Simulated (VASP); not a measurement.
Runs of VASP 6.6.1 on CuI. The structure is cubic, space group Pm-3m (No. 221). The conventional cell has a = 3.661 Å, b = 3.661 Å, c = 3.661 Å, α = 90.00°, β = 90.00°, γ = 90.00°. Within 4.2 Å of Cu (site symmetry m-3m) lie 8 I at 3.17 Å and 6 Cu at 3.66 Å. I (site symmetry m-3m) has 8 Cu at 3.17 Å and 6 I at 3.66 Å within 4.2 Å. 

```csv
k mesh,smearing,gap on the mesh (eV),pressure (GPa)
6 × 6 × 6,fermi-dirac 0.02 eV,none,-0.8
6 × 6 × 6,fermi-dirac 0.5 eV,none,(a)
4 × 4 × 4,fermi-dirac 0.02 eV,none,0.2
"6 × 6 × 6, shifted",fermi-dirac 0.02 eV,none,-0.1
```

Alike in all rows: task single point; level PBE; potentials or basis VASP PAW PBE potentials, release 64 (Cu, I); no spin polarisation; cell as given; cutoff (eV) 520.

Question: Estimate the missing entries.

Answer: (a) -1.1.

Caveats: some runs use coarse meshes; spin-orbit coupling is left out, which moves the levels of the heavy elements; semilocal functionals often make such compounds metallic where correlation or magnetic order opens a gap, which also shifts bond lengths.

A k mesh can miss the band edges, and the runs leave out spin-orbit coupling on I.

A gap of «none» marks levels without a gap at the run's occupations.
